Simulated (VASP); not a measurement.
Input of a VASP 6.6.1 run:

File INCAR:

```
ALGO = Normal
EDIFF = 1E-6
ENCUT = 520
GGA = PE
ISIF = 2
ISMEAR = 0
LASPH = True
LCHARG = False
LREAL = False
LWAVE = False
NBANDS = 12
NELM = 60
PREC = Accurate
SIGMA = 0.6
```

File KPOINTS:

```
k-points
0
Gamma
  13 13 13
```

File POSCAR:

```
Ta
1.0
   -1.6607181506      1.6607181506      1.6607181506
    1.6607181506     -1.6607181506      1.6607181506
    1.6607181506      1.6607181506     -1.6607181506
Ta
1
Direct
    0.0000000000      0.0000000000      0.0000000000
```

Potentials or basis: VASP PAW PBE potentials, release 64 (Ta_pv).

The run is started by

```bash
$ cat potpaw_PBE.64/Ta_pv/POTCAR > POTCAR
$ mpirun -np 1 vasp_std > vasp.out
```

(1) Estimate the pressure.

## Answers

(1) 0.7 GPa.
